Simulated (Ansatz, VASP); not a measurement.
# AlNi3 in VASP and in Ansatz

The input INCAR:

```
SYSTEM = AlNi3
ALGO = Normal ; EDIFF = 1E-7
ENCUT = 520 ; GGA = PE
ISIF = 2 ; ISMEAR = 0
ISPIN = 2 ; LASPH = .TRUE.
LCHARG = .TRUE. ; LELF = .TRUE.
LMAXMIX = 4 ; LORBIT = 11
LREAL = .FALSE. ; LVHAR = .TRUE.
LWAVE = .FALSE. ; MAGMOM = 0 -0.3 -0.3 -0.3
NBANDS = 28 ; NELM = 150
PREC = Accurate ; SIGMA = 0.1
```

KPOINTS

```
k-points
0
G
  14 14 14
  0 0 0
```

The input POSCAR:

```
AlNi3
1.0
    3.4179667195      0.0000000000      0.0000000000
    0.0000000000      3.4179667195      0.0000000000
    0.0000000000      0.0000000000      3.4179667195
Al Ni
1 3
Direct
    0.0000000000      0.0000000000      0.0000000000
    0.0000000000      0.5000000000      0.5000000000
    0.5000000000      0.0000000000      0.5000000000
    0.5000000000      0.5000000000      0.0000000000
```

Input for Ansatz:

```yaml
crystal:
  lattice:
    - [3.4179667195, 0.0, 0.0]
    - [0.0, 3.4179667195, 0.0]
    - [0.0, 0.0, 3.4179667195]
  atoms:
    - { symbol: Al, position: [0.0, 0.0, 0.0] }
    - { symbol: Ni, position: [0.0, 0.5, 0.5], spin: -0.3 }
    - { symbol: Ni, position: [0.5, 0.0, 0.5], spin: -0.3 }
    - { symbol: Ni, position: [0.5, 0.5, 0.0], spin: -0.3 }
basis:
  ecutwfc: 420
kpoints:
  mp_grid: { grid: [14, 14, 14] }
hamiltonian:
  xc: pbe
scf:
  occupations: { method: gaussian, width: 0.1 }
output:
  forces: true
  stress: true
  eigenvalues: true
  populations: true
magnetization:
  spin_polarized: true
```

Alike in both runs: task single point; functional PBE; k mesh 14 × 14 × 14; occupations gaussian, width 0.1 eV; collinear spin.

```csv
,VASP,Ansatz
version,VASP 6.6.1,Ansatz 0.2.0
potentials or method,"VASP PAW PBE potentials, release 64 (Al, Ni), cutoff 520 eV","scalar-relativistic, plane waves, PAW"
valence electrons in the cell,33,57
```

Ansatz gave:

```
gap on the k mesh at the Fermi level (eV)                     : none
net moment per atom (μB)                                      : 0.16
size of the moment on the site where the two differ most (μB) : 0.24
```

Question: Estimate VASP's values.

Answer: gap on the k mesh at the Fermi level (eV): none; net moment per atom (μB): 0.00; size of the moment on the site where the two differ most (μB): 0.00.

The net moments are unlike, so the other rows may belong to different states. Site moments also hang on the region over which each program counts them. A gap of «none» marks a metal or a gap that the smearing closes. VASP's potentials hold 33 valence electrons a cell and Ansatz's 57, so a difference there can come from the potentials and not from the codes.
